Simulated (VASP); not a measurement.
Here is a VASP 6.6.1 calculation.

Contents of INCAR:

```
SYSTEM = Nb16H
PREC = Accurate
ENCUT = 520
EDIFF = 1E-6
ISMEAR = 0
SIGMA = 0.15
LREAL = Auto
LASPH = .TRUE.
NELM = 60
ALGO = Normal
ISIF = 2
LWAVE = .FALSE.
LCHARG = .FALSE.
GGA = PE
NBANDS = 118
```

Contents of KPOINTS:

```
Automatic mesh
0
G
  3 3 3
  0 0 0
```

File POSCAR:

```
Nb16H
1.0
    6.6000000000      0.0000000000      0.0000000000
    0.0000000000      6.6000000000      0.0000000000
    0.0000000000      0.0000000000      6.6000000000
Nb H
16 1
Direct
   -0.0020496970     -0.0006475758     -0.0005457576
    0.4976730303      0.0003266667     -0.0013222727
    0.0065160606      0.4988227273      0.0090219697
   -0.0020515152     -0.0006459091      0.4999042424
    0.2526277273      0.2474906061      0.2496800000
    0.5003913636      0.4998551515      0.0003968182
    0.4976725758      0.0003283333      0.5006813636
    0.7516275758      0.2493560606      0.2496781818
    0.0065139394      0.4988246970      0.4903360606
    0.2515966667      0.7484357576      0.2496801515
    0.2508886364      0.2484404545      0.7496787879
    0.5003912121      0.4998577273      0.4989612121
    0.7503610606      0.7496215152      0.2496783333
    0.7476951515      0.2485833333      0.7496792424
    0.2499506061      0.7505633333      0.7496798485
    0.7438960606      0.7574048485      0.7496795455
    0.8927895455      0.5116589394      0.7496850000
```

Potentials or basis: VASP PAW PBE potentials, release 64 (Nb_sv, H).

Launch:

```sh
$ cat potpaw_PBE.64/Nb_sv/POTCAR potpaw_PBE.64/H/POTCAR > POTCAR
$ mpirun -np 1 vasp_std > vasp.out
```

Question: Estimate the pressure.

Answer: 2.3 GPa.

Question: What does it give for the band gap on the k mesh?

Answer: Zero (an odd number of electrons rules out a gap without spin polarisation).

Question: What does it give for the largest force?

Answer: 0.350 eV/Å.

Forces in eV/Å, atoms in the order of the input:
```
Nb   0.013  0.018 -0.001
Nb   0.017  0.007  0.005
Nb   0.018  0.034 -0.030
Nb   0.013  0.018  0.001
Nb   0.018  0.032 -0.001
Nb   0.013  0.012  0.003
Nb   0.017  0.007 -0.005
Nb   0.019  0.018  0.000
Nb   0.019  0.033  0.030
Nb   0.025  0.019  0.000
Nb   0.010  0.017  0.000
Nb   0.013  0.012 -0.003
Nb   0.029  0.014  0.000
Nb  -0.015 -0.026  0.000
Nb   0.020  0.020  0.001
Nb   0.026  0.008  0.000
H   -0.254 -0.241  0.000
```
